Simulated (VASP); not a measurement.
Cs, 1 atom in the cell. Symmetry: Im-3m, No. 229, cubic system. The conventional cell has a = 6.067 Å, b = 6.067 Å, c = 6.067 Å, α = 90.00°, β = 90.00°, γ = 90.00°. 

```yaml
Program: VASP 6.6.1
Task: relaxation of cell and atoms
Functional: PBE
Potentials_or_basis: VASP PAW PBE potentials, release 64 (Cs_sv)
Cutoff: 600 eV
k_mesh: 5 × 5 × 5
Occupations: fermi-dirac, width 0.02 eV
Spin: no spin polarisation
Dipole_correction: no
Further_INCAR_settings: ALGO = Normal; EDIFF = 1e-06; IBRION = 2; EDIFFG = -0.03; NSW = 60; ISIF = 3
```

Potentials or basis: VASP PAW PBE potentials, release 64 (Cs_sv).

The run is started by

```console
$ cat potpaw_PBE.64/Cs_sv/POTCAR > POTCAR
$ mpirun -np 1 vasp_std > vasp.out
```

Hardware: 1 thread of Intel(R) Xeon(R) Platinum 8375C CPU @ 2.90GHz (Ice Lake), on a shared host.

Task: Estimate the wall time of this run.

Result: Run time: 21 s on 1 thread of Intel(R) Xeon(R) Platinum 8375C CPU @ 2.90GHz (Ice Lake), with other jobs on the host, peak memory 0.25 GiB. Counts: scf iterations 23, k points 10, ion steps 3.
